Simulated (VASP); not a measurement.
# PbS in VASP: further runs

Runs on PbS. Level: PBE+D3(BJ). Tasks: single point.

Everything below comes from runs of VASP 6.6.1. Logs are shortened: lines on timing, memory, paths and dates and some standing lists are left out, and cuts for length are marked.

**1. The cell of the first run**

The cell holds a slab with vacuum, 4 atoms: a = 4.250 Å, b = 4.250 Å, c = 12.798 Å, α = 90.00°, β = 90.00°, γ = 89.97°.

**2. Single point, PBE+D3(BJ)**

File INCAR:

```
PREC     = Accurate       # precision mode
ENCUT    = 500            # plane-wave cutoff, eV
EDIFF    = 1E-6           # SCF threshold, eV
ISMEAR   = 0              # smearing method
SIGMA    = 0.05           # smearing width, eV
LREAL    = F              # projectors in reciprocal space
LASPH    = T              # aspherical terms in the spheres
NELM     = 120            # most SCF steps
ALGO     = Normal         # electronic algorithm
ISIF     = 2              # what is computed and relaxed
LWAVE    = F              # write WAVECAR
LCHARG   = F              # write CHGCAR
GGA      = PE             # functional
IVDW     = 12             # dispersion correction
NBANDS   = 28             # bands
GGA_COMPAT= F
```

File KPOINTS:

```
regular mesh
0
Gamma
  6 6 3
```

File POSCAR:

```
PbS
1.0
    0.0000000000     -3.0043750300     -3.0061807900
    0.0000000000      3.0043750300     -3.0061807900
   12.7982770800      0.0000000000      0.0000000000
Pb S
2 2
Direct
    0.7433619700      0.2433619700      0.5513784138
    0.2433619700      0.7433619700      0.3314183102
    0.2356380300      0.7356380300      0.5417505003
    0.7356380300      0.2356380300      0.3410462237
```

Potentials or basis: VASP PAW PBE potentials, release 64 (Pb_d, S).

Launch:

```console
cat potpaw_PBE.64/Pb_d/POTCAR potpaw_PBE.64/S/POTCAR > POTCAR
mpirun -np 1 vasp_std > vasp.out
```

OUTCAR:

```text
PREC = Accurate
   ENCUT = 500
   EDIFF = 1E-6
   ISMEAR = 0
   LREAL = F
   LASPH = T
   NELM = 120
   ISIF = 2
   GGA = PE
   IVDW = 12
 IVDW          = 12

 ion  position               nearest neighbor table
   1  0.743  0.243  0.551-   4 2.69   3 2.96   3 3.01   3 3.01   3 3.06   2 4.12   2 4.12   2 4.12
                             2 4.12
   2  0.243  0.743  0.331-   3 2.69   4 2.96   4 3.01   4 3.01   4 3.06   1 4.12   1 4.12   1 4.12
                             1 4.12
   3  0.236  0.736  0.542-   2 2.69   1 2.96   1 3.01   1 3.01   1 3.06
   4  0.736  0.236  0.341-   1 2.69   2 2.96   2 3.01   2 3.01   2 3.06

  LATTYP: Found a base centered orthorhombic cell.
 ALAT       =     6.0087500600
 B/A-ratio  =     1.0006010435
 C/A-ratio  =     2.1299399962

  Lattice vectors:

 A1 = (   0.0000000000,  -3.0043750300,   3.0061807900)
 A2 = (   0.0000000000,  -3.0043750300,  -3.0061807900)
 A3 = (  12.7982770800,   0.0000000000,   0.0000000000)

Analysis of symmetry for initial positions (statically):
=====================================================================
 Subroutine PRICEL returns:
 Original cell was already a primitive cell.

 Routine SETGRP: Setting up the symmetry group for a
 base centered orthorhombic supercell.

 Subroutine GETGRP returns: Found  4 space group operations
 (whereof  1 operations were pure point group operations)
 out of a pool of  8 trial point group operations.

The static configuration has the point symmetry C_1 .
 The point group associated with its full space group is C_2v.

Analysis of symmetry for dynamics (positions and initial velocities):
=====================================================================
 Subroutine PRICEL returns:
 Original cell was already a primitive cell.

 Routine SETGRP: Setting up the symmetry group for a
 base centered orthorhombic supercell.

 Subroutine GETGRP returns: Found  4 space group operations
 (whereof  1 operations were pure point group operations)
 out of a pool of  8 trial point group operations.

The dynamic configuration has the point symmetry C_1 .
 The point group associated with its full space group is C_2v.

 Subroutine INISYM returns: Found  4 space group operations
 (whereof  1 operations are pure point group operations),
 and found     1 'primitive' translations

----------------------------------------------------------------------------------------

                                     Primitive cell

  volume of cell :     231.1803

  direct lattice vectors                    reciprocal lattice vectors
     0.000000000 -3.004375030 -3.006180790     0.000000000 -0.166423963 -0.166323995
     0.000000000  3.004375030 -3.006180790     0.000000000  0.166423963 -0.166323995
    12.798277080  0.000000000  0.000000000     0.078135517  0.000000000  0.000000000

  length of vectors
     4.250104971  4.250104971 12.798277080     0.235288349  0.235288349  0.078135517

  position of ions in fractional coordinates (direct lattice)
     0.743361970  0.243361970  0.551378414
     0.243361970  0.743361970  0.331418310
     0.235638030  0.735638030  0.541750500
     0.735638030  0.235638030  0.341046224

  ion indices of the primitive-cell ions
   primitive index   ion index
                 1           1
                 2           2
                 3           3
                 4           4

----------------------------------------------------------------------------------------

 KPOINTS: regular mesh

Automatic generation of k-mesh.
 Grid dimensions read from file:
 generate k-points for:    6    6    3

 Generating k-lattice:

  Cartesian coordinates                     Fractional coordinates (reciprocal lattice)
     0.000000000 -0.027737327 -0.027720666     0.166666667  0.000000000  0.000000000
     0.000000000  0.027737327 -0.027720666     0.000000000  0.166666667  0.000000000
     0.026045172  0.000000000  0.000000000     0.000000000  0.000000000  0.333333333

  Length of vectors
     0.039214725  0.039214725  0.026045172

  Shift w.r.t. Gamma in fractional coordinates (k-lattice)
     0.000000000  0.000000000  0.000000000

 Subroutine IBZKPT returns following result:
 ===========================================

 Found     26 irreducible k-points:

 Following reciprocal coordinates:
            Coordinates               Weight
  0.000000  0.000000  0.000000      1.000000
  0.166667 -0.000000  0.000000      4.000000
  0.333333  0.000000  0.000000      4.000000
  0.500000  0.000000  0.000000      2.000000
  0.166667  0.166667  0.000000      2.000000
  0.333333  0.166667  0.000000      4.000000
[... 16 lines left out ...]
  0.333333  0.333333  0.333333      4.000000
  0.500000  0.333333  0.333333      8.000000
 [... further k-points ...]
   k-points           NKPTS =     26   k-points in BZ     NKDIM =     26   number of bands    NBANDS=     28
   number of dos      NEDOS =    301   number of ions     NIONS =      4
   total plane-waves  NPLWV =  98304
   dimension x,y,z NGX =    32 NGY =   32 NGZ =   96
   dimension x,y,z NGXF=    64 NGYF=   64 NGZF=  192
   ions per type =               2   2
   NGX,Y,Z   is equivalent  to a cutoff of  12.52, 12.52, 12.47 a.u.
   NGXF,Y,Z  is equivalent  to a cutoff of  25.03, 25.03, 24.94 a.u.
 SYSTEM =  unknown system
   PREC   = accura    normal or accurate (medium, high low for compatibility)
   ISTART =      0    job   : 0-new  1-cont  2-samecut
   ICHARG =      2    charge: 1-file 2-atom 10-const
   ISPIN  =      1    spin polarized calculation?
   LNONCOLLINEAR =      F non collinear calculations
   LSORBIT =      F    spin-orbit coupling
   LASPH  =      T    aspherical Exc in radial PAW
   ENCUT  =  500.0 eV  36.75 Ry    6.06 a.u.   7.75  7.75 23.33*2*pi/ulx,y,z
   NELM   =    120;   NELMIN=  2; NELMDL= -5     # of ELM steps
   EDIFF  = 0.1E-05   stopping-criterion for ELM
   LREAL  =      F    real-space projection
   EDIFFG = 0.1E-04   stopping-criterion for IOM
   NSW    =      0    number of steps for IOM
   IBRION =     -1    ionic relax: 0-MD 1-quasi-New 2-CG
   NFREE  =      0    steps in history (QN), initial steepest desc. (CG)
   ISIF   =      2    stress and relaxation
   ISYM   =      2    0-nonsym 1-usesym 2-fastsym
   POTIM  = 0.5000    time-step for ionic-motion
   TEBEG  =    0.0;   TEEND  =   0.0 temperature during run
   PSTRESS=    0.0 pullay stress
   NELECT =      40.0000    total number of electrons
   NUPDOWN=      -1.0000    fix difference up-down
   EMIN   =  10.00;   EMAX   =-10.00  energy-range for DOS
   EFERMI =   0.00;   METHOD = LEGACY
   ISMEAR =     0;   SIGMA  =   0.05  broadening in eV -4-tet -1-fermi 0-gaus
   EFERMI_NEDOS =   21; number of points for ismear=-14 and -15
   IALGO  =     38    algorithm
   IMIX   =      4    mixing-type and parameters
     AMIX     =   0.40;   BMIX     =  1.00
     AMIX_MAG =   1.60;   BMIX_MAG =  1.00
  volume/ion in A,a.u.               =      57.80       390.02
  Fermi-wavevector in a.u.,A,eV,Ry     =   0.912244  1.723892 11.322632  0.832190
  Thomas-Fermi vector in A             =   2.036618
   LORBIT       =      0    0 simple, 1 ext, 2 COOP (PROOUT), +10 PAW based schemes
   GGA     = PE    functional components
   LHFCALC =     F    Hartree Fock is set to
   AEXX    =    0.0000 exact exchange contribution
   IVDW    =    12    specifies the selected vdW correction
   LEPSILON=     F    determine dielectric tensor
   LRPA    =     F    only Hartree local field effects (RPA)
 non-spin polarized calculation
 Gauss-broadening in eV      SIGMA  =   0.05
  energy-cutoff  :      500.00
  volume of cell :      231.18
 maximum number of plane-waves:      5888
   NGX = 15   NGY = 15   NGZ = 47

 number of electron      39.9999995 magnetization

 Free energy of the ion-electron system (eV)
  ---------------------------------------------------
  ext. energy  EPLUGINS =         0.00000000
  ---------------------------------------------------
  free energy    TOTEN  =       -17.30633620 eV

  energy without entropy =      -17.30633620  energy(sigma->0) =      -17.30633620

 E-fermi :  -0.1405     XC(G=0):  -5.2177

 val. band max:       -0.3853490324   @ k =   0.3333   0.0000   0.3333
 cond. band min:       1.6896579566   @ k =   0.5000   0.0000   0.3333
 fundamental gap:      2.0750069890
 Fermi energy:        -0.1404767325

 k-point     1 :       0.0000    0.0000    0.0000
  band No.  band energies     occupation
      1     -16.5061      2.00000
      2     -16.4144      2.00000
      3     -16.3972      2.00000
      4     -16.3887      2.00000
      5     -16.3761      2.00000
      6     -16.3729      2.00000
[... 20 lines left out ...]
     27       5.9619      0.00000
     28       5.9954      0.00000

 k-point     2 :       0.1667   -0.0000    0.0000
  band No.  band energies     occupation
      1     -16.4916      2.00000
      2     -16.4064      2.00000
      3     -16.3950      2.00000
      4     -16.3859      2.00000
      5     -16.3829      2.00000
      6     -16.3781      2.00000
[... 20 lines left out ...]
     27       5.2055      0.00000
     28       6.0368      0.00000

 k-point     3 :       0.3333    0.0000    0.0000
  band No.  band energies     occupation
      1     -16.4591      2.00000
      2     -16.4051      2.00000
      3     -16.3949      2.00000
      4     -16.3919      2.00000
      5     -16.3896      2.00000
      6     -16.3761      2.00000
[... 20 lines left out ...]
     27       4.9409      0.00000
     28       6.2318      0.00000

 k-point     4 :       0.5000    0.0000    0.0000
  band No.  band energies     occupation
      1     -16.4272      2.00000
      2     -16.4272      2.00000
      3     -16.3993      2.00000
      4     -16.3993      2.00000
      5     -16.3798      2.00000
      6     -16.3798      2.00000
[... 578 lines left out ...]
     27       4.9311      0.00000
     28       5.7742      0.00000

 k-point    23 :       0.3333    0.3333    0.3333
  band No.  band energies     occupation
      1     -16.4779      2.00000
      2     -16.4588      2.00000
      3     -16.3881      2.00000
      4     -16.3864      2.00000
      5     -16.3781      2.00000
      6     -16.3622      2.00000
[... 20 lines left out ...]
     27       5.8338      0.00000
     28       5.8480      0.00000

 k-point    24 :       0.5000    0.3333    0.3333
  band No.  band energies     occupation
      1     -16.4813      2.00000
      2     -16.4813      2.00000
      3     -16.3895      2.00000
      4     -16.3893      2.00000
      5     -16.3702      2.00000
      6     -16.3700      2.00000
[... 20 lines left out ...]
     27       5.8470      0.00000
     28       5.8525      0.00000

 [... further k-points ...]

------------------------ aborting loop because EDIFF is reached ----------------------------------------

 Edisp (eV)   -0.90239

 E8    (eV) :    -0.4241

  FORCE on cell =-STRESS in cart. coord.  units (eV):
  Direction    XX          YY          ZZ          XY          YZ          ZX
  --------------------------------------------------------------------------------------
  -------------------------------------------------------------------------------------
  Total      -0.41723    -0.87817    -0.87570     0.00000     0.00000     0.00000
  in kB      -2.89161    -6.08609    -6.06897     0.00000     0.00000     0.00000
  external pressure =       -5.02 kB  Pullay stress =        0.00 kB

 VOLUME and BASIS-vectors are now :
 -----------------------------------------------------------------------------
  energy-cutoff  :      500.00
  volume of cell :      231.18
      direct lattice vectors                 reciprocal lattice vectors
     0.000000000 -3.004375030 -3.006180790     0.000000000 -0.166423963 -0.166323995
     0.000000000  3.004375030 -3.006180790     0.000000000  0.166423963 -0.166323995
    12.798277080  0.000000000  0.000000000     0.078135517  0.000000000  0.000000000

 POSITION                                       TOTAL-FORCE (eV/Angst)
 -----------------------------------------------------------------------------------
      7.05669     -1.50219     -2.96627        -0.052738      0.000000      0.005166
      4.24158      1.50219     -2.96627         0.052738      0.000000      0.005166
      6.93347      1.50219     -2.91983        -0.064443      0.000000     -0.005166
      4.36480     -1.50219     -2.91983         0.064443      0.000000     -0.005166
 -----------------------------------------------------------------------------------
    total drift:                                0.000008      0.000000     -0.000386

  FREE ENERGIE OF THE ION-ELECTRON SYSTEM (eV)
  ---------------------------------------------------
  free  energy   TOTEN  =       -18.2087234484 eV

  energy  without entropy=      -18.2087234484  energy(sigma->0) =      -18.20872345
```

Wall time 71 s (1 thread of Intel Xeon 6975P-C (Granite Rapids), shared host); peak memory 0.37 GiB.

Results:

```yaml
Free_energy: -18.2087 eV
Largest_force: 0.065 eV/Å
Band_gap_on_the_k_mesh: 2.08 eV, indirect (the least direct gap lies 3.1 meV higher)
Dispersion_energy_per_atom: -0.226 eV
```

Forces in eV/Å, atoms in the order of the input:
```
Pb  -0.053  0.000  0.005
Pb   0.053  0.000  0.005
S   -0.064  0.000 -0.005
S    0.064  0.000 -0.005
```

Caveat: spin-orbit coupling is left out, which moves the levels of the heavy elements.

**3. Single point, PBE+D3(BJ)**

This run uses another cell than the first one, of 60.05 Å³/atom, 1.039 times its volume.

File INCAR:

```
SYSTEM = PbS
PREC = Accurate
ENCUT = 500
EDIFF = 1E-6
ISMEAR = 0
SIGMA = 0.05
LREAL = .False.
LASPH = .True.
NELM = 120
ALGO = Normal
ISIF = 2
LWAVE = .False.
LCHARG = .True.
GGA = PE
IVDW = 12
LELF = .True.
LVHAR = .True.
NBANDS = 28
GGA_COMPAT = .False.
```

File KPOINTS:

```
regular mesh
0
Gamma
  6 6 3
  0 0 0
```

File POSCAR:

```
PbS
1.0
    0.0000000000     -3.0043750300     -3.0061807900
    0.0000000000      3.0043750300     -3.0061807900
   13.2982770800      0.0000000000      0.0000000000
Pb S
2 2
Direct
    0.7433619700      0.2433619700      0.5306472165
    0.2433619700      0.7433619700      0.3189573610
    0.2356380300      0.7356380300      0.5213813015
    0.7356380300      0.2356380300      0.3282232760
```

Potentials or basis: VASP PAW PBE potentials, release 64 (Pb_d, S).

Launch:

```console
cat potpaw_PBE.64/Pb_d/POTCAR potpaw_PBE.64/S/POTCAR > POTCAR
mpirun -np 1 vasp_std > vasp.out
```

Run time: 85 s. Hardware: 1 thread of Intel Xeon 6975P-C (Granite Rapids), shared host; peak memory 0.37 GiB.

The run converged. Its results:

- Free energy: -18.2067 eV
- Largest force: 0.065 eV/Å
- Band gap on the k mesh: 2.08 eV, indirect (the least direct gap lies 3.0 meV higher)
- Dispersion energy per atom: -0.225 eV

Forces in eV/Å, atoms in the order of the input:
```
Pb  -0.053  0.000  0.005
Pb   0.053  0.000  0.005
S   -0.065  0.000 -0.005
S    0.065  0.000 -0.005
```

Levels at points of the mesh, in eV from the valence-band top:
```
           k point  band 18  band 19  band 20  band 21  band 22  band 23
(0.00, 0.00, 0.00)    -1.23    -1.23    -0.15     2.23     3.95     5.07
(0.50, 0.00, 0.00)    -0.89     0.00     0.00     2.08     2.08     3.14
(0.50, 0.50, 0.00)    -2.54    -1.26    -1.25     4.24     4.24     5.30
```

Caveat: spin-orbit coupling is left out, which moves the levels of the heavy elements.

[end of part 1 of 2]
